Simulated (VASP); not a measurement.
# AlNi (P1) in VASP: relaxation of cell and atoms with PBE

Aim: the relaxation of cell and atoms of AlNi with PBE.

All numbers are computed with VASP 6.6.1; they aren't measurements. Logs are shortened: lines on timing, memory, paths and dates and some standing lists are left out, and cuts for length are marked.

## 1. The cell of the first run

The typed cell holds 4 atoms: a = 2.893 Å, b = 2.893 Å, c = 5.786 Å, α = 90.00°, β = 90.00°, γ = 90.00°.

## 2. Relaxation of cell and atoms, PBE

File INCAR:

```
SYSTEM = AlNi
  PREC = Accurate
  ENCUT = 600
  EDIFF = 1E-6
  ISMEAR = 0
  SIGMA = 0.15
  LREAL = .False.
  LASPH = .True.
  NELM = 60
  ALGO = Fast
  ISIF = 3
  LWAVE = .False.
  LCHARG = .False.
  GGA = PE
  IBRION = 2
  NSW = 100
  EDIFFG = -0.01
```

File KPOINTS:

```
regular mesh
0
Gamma
  12 12 6
  0 0 0
```

File POSCAR:

```
AlNi
1.0
    2.8930835342      0.0000000000      0.0000000000
    0.0000000000      2.8930835342      0.0000000000
    0.0000000000      0.0000000000      5.7861670685
Al Ni
2 2
Direct
   -0.0014068568     -0.0115715065      0.4971656966
    0.0042205705      0.0347145194      0.0085029102
    0.4985931432      0.4884284935      0.2471656966
    0.4985931432      0.4884284935      0.7471656966
```

Potentials or basis: VASP PAW PBE potentials, release 64 (Al, Ni).

The run is started by

```console
> cat potpaw_PBE.64/Al/POTCAR potpaw_PBE.64/Ni/POTCAR > POTCAR
> mpirun -np 1 vasp_std > vasp.out
```

OUTCAR:

```text
SYSTEM = AlNi
   PREC = Accurate
   ENCUT = 600
   EDIFF = 1E-6
   ISMEAR = 0
   LREAL = .False.
   LASPH = .True.
   NELM = 60
   ISIF = 3
   GGA = PE
   IBRION = 2
   NSW = 100
   EDIFFG = -0.01

 ion  position               nearest neighbor table
   1  0.999  0.988  0.497-   3 2.51   4 2.51   3 2.51   4 2.51   3 2.51   4 2.51   3 2.51   4 2.51
                             2 2.83   2 2.96
   2  0.004  0.035  0.009-   3 2.38   3 2.40   4 2.46   4 2.48   3 2.54   3 2.56   4 2.61   4 2.63
                             1 2.83   1 2.96
   3  0.499  0.488  0.247-   2 2.38   2 2.40   1 2.51   1 2.51   1 2.51   1 2.51   2 2.54   2 2.56
                             4 2.89   4 2.89
   4  0.499  0.488  0.747-   2 2.46   2 2.48   1 2.51   1 2.51   1 2.51   1 2.51   2 2.61   2 2.63
                             3 2.89   3 2.89

  LATTYP: Found a simple tetragonal cell.
 ALAT       =     2.8930835342
 C/A-ratio  =     2.0000000000

  Lattice vectors:

 A1 = (   2.8930835342,   0.0000000000,   0.0000000000)
 A2 = (   0.0000000000,   2.8930835342,   0.0000000000)
 A3 = (   0.0000000000,   0.0000000000,   5.7861670685)

Analysis of symmetry for initial positions (statically):
=====================================================================
 Subroutine PRICEL returns:
 Original cell was already a primitive cell.

 Routine SETGRP: Setting up the symmetry group for a
 simple tetragonal supercell.

 Subroutine GETGRP returns: Found  1 space group operations
 (whereof  1 operations were pure point group operations)
 out of a pool of 16 trial point group operations.

The static configuration has the point symmetry C_1 .

Analysis of symmetry for dynamics (positions and initial velocities):
=====================================================================
 Subroutine PRICEL returns:
 Original cell was already a primitive cell.

 Routine SETGRP: Setting up the symmetry group for a
 simple tetragonal supercell.

 Subroutine GETGRP returns: Found  1 space group operations
 (whereof  1 operations were pure point group operations)
 out of a pool of 16 trial point group operations.

The dynamic configuration has the point symmetry C_1 .

 Subroutine INISYM returns: Found  1 space group operations
 (whereof  1 operations are pure point group operations),
 and found     1 'primitive' translations

----------------------------------------------------------------------------------------

                                     Primitive cell

  volume of cell :      48.4298

  direct lattice vectors                    reciprocal lattice vectors
     2.893083534  0.000000000  0.000000000     0.345651962  0.000000000  0.000000000
     0.000000000  2.893083534  0.000000000     0.000000000  0.345651962  0.000000000
     0.000000000  0.000000000  5.786167069     0.000000000  0.000000000  0.172825981

  length of vectors
     2.893083534  2.893083534  5.786167069     0.345651962  0.345651962  0.172825981

  position of ions in fractional coordinates (direct lattice)
     0.998593143  0.988428494  0.497165697
     0.004220571  0.034714519  0.008502910
     0.498593143  0.488428494  0.247165697
     0.498593143  0.488428494  0.747165697

  ion indices of the primitive-cell ions
   primitive index   ion index
                 1           1
                 2           2
                 3           3
                 4           4

----------------------------------------------------------------------------------------

 KPOINTS: regular mesh

Automatic generation of k-mesh.
 Grid dimensions read from file:
 generate k-points for:   12   12    6

 Generating k-lattice:

  Cartesian coordinates                     Fractional coordinates (reciprocal lattice)
     0.028804330  0.000000000  0.000000000     0.083333333  0.000000000  0.000000000
     0.000000000  0.028804330  0.000000000     0.000000000  0.083333333  0.000000000
     0.000000000  0.000000000  0.028804330     0.000000000  0.000000000  0.166666667

  Length of vectors
     0.028804330  0.028804330  0.028804330

  Shift w.r.t. Gamma in fractional coordinates (k-lattice)
     0.000000000  0.000000000  0.000000000

 Subroutine IBZKPT returns following result:
 ===========================================

 Found    436 irreducible k-points:

 Following reciprocal coordinates:
            Coordinates               Weight
  0.000000  0.000000  0.000000      1.000000
  0.083333  0.000000  0.000000      2.000000
  0.000000  0.083333  0.000000      2.000000
  0.166667  0.000000  0.000000      2.000000
  0.000000  0.166667  0.000000      2.000000
  0.250000  0.000000  0.000000      2.000000
[... 16 lines left out ...]
  0.083333  0.250000  0.000000      2.000000
  0.333333  0.083333  0.000000      2.000000
 [... further k-points ...]
   k-points           NKPTS =    436   k-points in BZ     NKDIM =    436   number of bands    NBANDS=     17
   number of dos      NEDOS =    301   number of ions     NIONS =      4
   total plane-waves  NPLWV =  27648
   dimension x,y,z NGX =    24 NGY =   24 NGZ =   48
   dimension x,y,z NGXF=    48 NGYF=   48 NGZF=   96
   ions per type =               2   2
   NGX,Y,Z   is equivalent  to a cutoff of  13.79, 13.79, 13.79 a.u.
   NGXF,Y,Z  is equivalent  to a cutoff of  27.58, 27.58, 27.58 a.u.
 SYSTEM =  AlNi
   PREC   = accura    normal or accurate (medium, high low for compatibility)
   ISTART =      0    job   : 0-new  1-cont  2-samecut
   ICHARG =      2    charge: 1-file 2-atom 10-const
   ISPIN  =      1    spin polarized calculation?
   LNONCOLLINEAR =      F non collinear calculations
   LSORBIT =      F    spin-orbit coupling
   LASPH  =      T    aspherical Exc in radial PAW
   ENCUT  =  600.0 eV  44.10 Ry    6.64 a.u.   5.78  5.78 11.56*2*pi/ulx,y,z
   NELM   =     60;   NELMIN=  2; NELMDL= -5     # of ELM steps
   EDIFF  = 0.1E-05   stopping-criterion for ELM
   LREAL  =      F    real-space projection
   EDIFFG = -.1E-01   stopping-criterion for IOM
   NSW    =    100    number of steps for IOM
   IBRION =      2    ionic relax: 0-MD 1-quasi-New 2-CG
   NFREE  =      1    steps in history (QN), initial steepest desc. (CG)
   ISIF   =      3    stress and relaxation
   ISYM   =      2    0-nonsym 1-usesym 2-fastsym
   POTIM  = 0.5000    time-step for ionic-motion
   TEBEG  =    0.0;   TEEND  =   0.0 temperature during run
   PSTRESS=    0.0 pullay stress
   NELECT =      26.0000    total number of electrons
   NUPDOWN=      -1.0000    fix difference up-down
   EMIN   =  10.00;   EMAX   =-10.00  energy-range for DOS
   EFERMI =   0.00;   METHOD = LEGACY
   ISMEAR =     0;   SIGMA  =   0.15  broadening in eV -4-tet -1-fermi 0-gaus
   EFERMI_NEDOS =   21; number of points for ismear=-14 and -15
   IALGO  =     68    algorithm
   IMIX   =      4    mixing-type and parameters
     AMIX     =   0.40;   BMIX     =  1.00
     AMIX_MAG =   1.60;   BMIX_MAG =  1.00
  volume/ion in A,a.u.               =      12.11        81.71
  Fermi-wavevector in a.u.,A,eV,Ry     =   1.330541  2.514358 24.086934  1.770340
  Thomas-Fermi vector in A             =   2.459620
   LORBIT       =      0    0 simple, 1 ext, 2 COOP (PROOUT), +10 PAW based schemes
   GGA     = PE    functional components
   LHFCALC =     F    Hartree Fock is set to
   AEXX    =    0.0000 exact exchange contribution
   IVDW    =     0    specifies the selected vdW correction
   LEPSILON=     F    determine dielectric tensor
   LRPA    =     F    only Hartree local field effects (RPA)
 conjugate gradient relaxation of ions
 non-spin polarized calculation
 RMM-DIIS sequential band-by-band and
 Gauss-broadening in eV      SIGMA  =   0.15
  energy-cutoff  :      600.00
  volume of cell :       48.43
 maximum number of plane-waves:      1636
   NGX = 11   NGY = 11   NGZ = 23

--------------------------------------- Ionic step        1  -------------------------------------------

 number of electron      26.0000000 magnetization

 Free energy of the ion-electron system (eV)
  ---------------------------------------------------
  ext. energy  EPLUGINS =         0.00000000
  ---------------------------------------------------
  free energy    TOTEN  =       -21.00645654 eV

  energy without entropy =      -20.98657257  energy(sigma->0) =      -20.99651456

------------------------ aborting loop because EDIFF is reached ----------------------------------------

  FORCE on cell =-STRESS in cart. coord.  units (eV):
  Direction    XX          YY          ZZ          XY          YZ          ZX
  --------------------------------------------------------------------------------------
  -------------------------------------------------------------------------------------
  Total        0.3178162      0.1609998      0.3073173      0.0485690      0.1733100      0.0225646
  in kB       10.5141398      5.3262664     10.1668088      1.6067822      5.7335203      0.7464938
  external PRESSURE =       8.6690717 kB  Pullay stress =       0.0000000 kB
[... 95 lines left out ...]
  FREE ENERGIE OF THE ION-ELECTRON SYSTEM (eV)
  ---------------------------------------------------
  free  energy   TOTEN  =       -21.0693808536 eV

  energy  without entropy=      -21.0492366955  energy(sigma->0) =      -21.05930877

 E-fermi :  10.0039     XC(G=0): -12.0293

 val. band max:       10.0031056763   @ k =   0.0000  -0.1667   0.3333
 cond. band min:      10.0110434283   @ k =   0.5000  -0.3333   0.1667
 fundamental gap:      0.0079377521
 Fermi energy:        10.0039059731

 k-point     1 :       0.0000    0.0000    0.0000
  band No.  band energies     occupation
      1      -1.1353      2.00000
      2       3.0532      2.00000
      3       3.2166      2.00000
      4       6.7648      2.00000
      5       6.7671      2.00000
      6       7.2370      2.00000
[... 9 lines left out ...]
     16      15.5365      0.00000
     17      18.1088      0.00000
[... 443 lines left out ...]
      1       0.9664      2.00000
      2       4.2119      2.00000
      3       5.1986      2.00000
      4       5.6726      2.00000
      5       7.1142      2.00000
      6       7.1263      2.00000
[... 9 lines left out ...]
     16      13.5626      0.00000
     17      16.2979      0.00000

 [... further k-points ...]

[... ionic steps 4 to 10 ...]

--------------------------------------- Ionic step       11  -------------------------------------------

 number of electron      26.0000026 magnetization

------------------------ aborting loop because EDIFF is reached ----------------------------------------

  FORCE on cell =-STRESS in cart. coord.  units (eV):
  Direction    XX          YY          ZZ          XY          YZ          ZX
  --------------------------------------------------------------------------------------
  -------------------------------------------------------------------------------------
  Total       -0.0309262     -0.0055176     -0.0297719      0.0034396      0.0121870      0.0012648
  in kB       -1.0228912     -0.1824952     -0.9847126      0.1137648      0.4030875      0.0418344
  external PRESSURE =      -0.7300330 kB  Pullay stress =       0.0000000 kB
[... 61 lines left out ...]
  energy  without entropy=      -21.0629332058  energy(sigma->0) =      -21.07293541

--------------------------------------- Ionic step       13  -------------------------------------------

 number of electron      26.0000026 magnetization

 Free energy of the ion-electron system (eV)
  ---------------------------------------------------
  ext. energy  EPLUGINS =         0.00000000
  ---------------------------------------------------
  free energy    TOTEN  =       -21.08293143 eV

  energy without entropy =      -21.06292601  energy(sigma->0) =      -21.07292872

 E-fermi :   9.8863     XC(G=0): -11.9868

 val. band max:        9.8861883201   @ k =   0.0000  -0.1667   0.3333
 cond. band min:       9.9003343543   @ k =   0.0000  -0.3333   0.3333
 fundamental gap:      0.0141460342
 Fermi energy:         9.8862647509

 k-point     1 :       0.0000    0.0000    0.0000
  band No.  band energies     occupation
      1      -1.1870      2.00000
      2       2.9768      2.00000
      3       3.1513      2.00000
      4       6.6916      2.00000
      5       6.6926      2.00000
      6       7.1563      2.00000
[... 9 lines left out ...]
     16      15.3435      0.00000
     17      17.9384      0.00000
[... 443 lines left out ...]
      1       0.9047      2.00000
      2       4.1386      2.00000
      3       5.1246      2.00000
      4       5.5986      2.00000
      5       7.0349      2.00000
      6       7.0438      2.00000
[... 9 lines left out ...]
     16      13.4150      0.00000
     17      16.1185      0.00000

 [... further k-points ...]

------------------------ aborting loop because EDIFF is reached ----------------------------------------

  FORCE on cell =-STRESS in cart. coord.  units (eV):
  Direction    XX          YY          ZZ          XY          YZ          ZX
  --------------------------------------------------------------------------------------
  -------------------------------------------------------------------------------------
  Total       -0.0033438      0.0202404     -0.0021501     -0.0054848     -0.0233306     -0.0032744
  in kB       -0.1105928      0.6694301     -0.0711135     -0.1814033     -0.7716347     -0.1082984
  external PRESSURE =       0.1625746 kB  Pullay stress =       0.0000000 kB
[... 19 lines left out ...]
  FREE ENERGIE OF THE ION-ELECTRON SYSTEM (eV)
  ---------------------------------------------------
  free  energy   TOTEN  =       -21.0829314328 eV

  energy  without entropy=      -21.0629260146  energy(sigma->0) =      -21.07292872

 reached required accuracy - stopping structural energy minimisation
```

Wall time 23 min (1 thread of AMD EPYC 9R45 (Zen 5), shared host); peak memory 0.49 GiB.

What came out:

| Property | Result |
| --- | --- |
| Free energy | -21.0829 eV |
| Relaxed volume | 12.11 Å³/atom |
| Relaxed cell | a = 2.895 Å, b = 2.890 Å, c = 5.790 Å, α = 89.96°, β = 89.99°, γ = 89.99° |
| Space group after relaxing (to 0.1 Å) | Pm-3m (No. 221) |
| Energy gained by relaxing | 19.1 meV/atom |
| Ionic steps | 13 |
| Pressure after relaxing | 0.0 GPa |
| Largest force after relaxing | 0.010 eV/Å |
| Band gap on the k mesh | zero (bands 13 and 14 overlap by 2.92 eV) |

Forces in eV/Å, atoms in the order of the input:
```
Al  -0.001 -0.006  0.004
Al   0.000  0.007 -0.006
Ni   0.000 -0.006  0.005
Ni   0.001  0.004 -0.004
```

Stress tensor (GPa, compression positive):
```
-0.01 -0.02 -0.01
-0.02  0.07 -0.08
-0.01 -0.08 -0.01
```

Step by step:
```csv
step,energy change (eV),largest force (eV/Å),pressure (GPa),volume (Å³)
1,0.0000,1.0463,0.87,48.43
2,-0.0530,0.4977,-1.27,48.89
3,-0.0629,0.2141,-2.16,49.21
4,-0.0717,0.1551,1.40,48.01
5,-0.0729,0.1590,0.52,48.30
6,-0.0756,0.0837,0.13,48.38
7,-0.0761,0.0419,0.03,48.42
8,-0.0761,0.0401,0.18,48.43
9,-0.0761,0.0355,0.03,48.44
10,-0.0761,0.0415,-0.01,48.43
11,-0.0765,0.0106,-0.07,48.44
12,-0.0765,0.0113,0.00,48.44
13,-0.0765,0.0095,0.02,48.44
```

Final structure:
```yaml
crystal:
  lattice:
    - [2.89510, 0.00022, 0.00013]
    - [0.00023, 2.89005, 0.00095]
    - [0.00027, 0.00184, 5.78970]
  atoms:
    - { symbol: Al, position: [0.00004, 0.00030, 0.49994] }
    - { symbol: Al, position: [0.99997, 0.99963, 0.00008] }
    - { symbol: Ni, position: [0.50004, 0.50037, 0.24991] }
    - { symbol: Ni, position: [0.49995, 0.49971, 0.75007] }
```

Spin polarisation is off, so any magnetic state and its effect on volume and gap are missing.
